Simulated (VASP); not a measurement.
A run of VASP 6.6.1 is set up as follows.

The input INCAR:

```
ALGO = Normal
EDIFF = 1E-6
ENCUT = 520
ISIF = 2
ISMEAR = 0
ISPIN = 2
LASPH = T
LCHARG = F
LDAU = T
LDAUJ = 0 0
LDAUL = 2 -1
LDAUPRINT = 1
LDAUTYPE = 2
LDAUU = 4 0
LMAXMIX = 4
LORBIT = 11
LREAL = F
LWAVE = F
MAGMOM = 2.5 2.5 0 0 0 0
NBANDS = 40
NELM = 150
NUPDOWN = 5.0
PREC = Accurate
SIGMA = 0.05
```

The input KPOINTS:

```
k-points
0
Gamma
  4 4 6
```

Contents of POSCAR:

```
MnF2
1.0
    4.8733996600      0.0000000000      0.0000000000
    0.0000000000      4.8733996600      0.0000000000
    0.0000000000      0.0000000000      3.3098997700
Mn F
2 4
Direct
    0.0000000000      0.0000000000      0.0000000000
    0.5000000000      0.5000000000      0.5000000000
    0.3050000000      0.3050000000      0.0000000000
    0.1950000000      0.8050000000      0.5000000000
    0.6950000000      0.6950000000      0.0000000000
    0.8050000000      0.1950000000      0.5000000000
```

Potentials or basis: VASP PAW LDA potentials, release 64 (Mn_pv, F).

The run is started by

```sh
$ cat potpaw_LDA.64/Mn_pv/POTCAR potpaw_LDA.64/F/POTCAR > POTCAR
$ mpirun -np 1 vasp_std > vasp.out
```

(1) Estimate the largest force.

(2) Estimate the pressure.

## Answers

(1) 0.017 eV/Å.

(2) -10.1 GPa.

Caveat: the cell stands under tension; the total moment is fixed, so each spin has its own Fermi level and the state may be an excited one; the run started ferromagnetic, and an antiferromagnetic order may lie lower in energy.
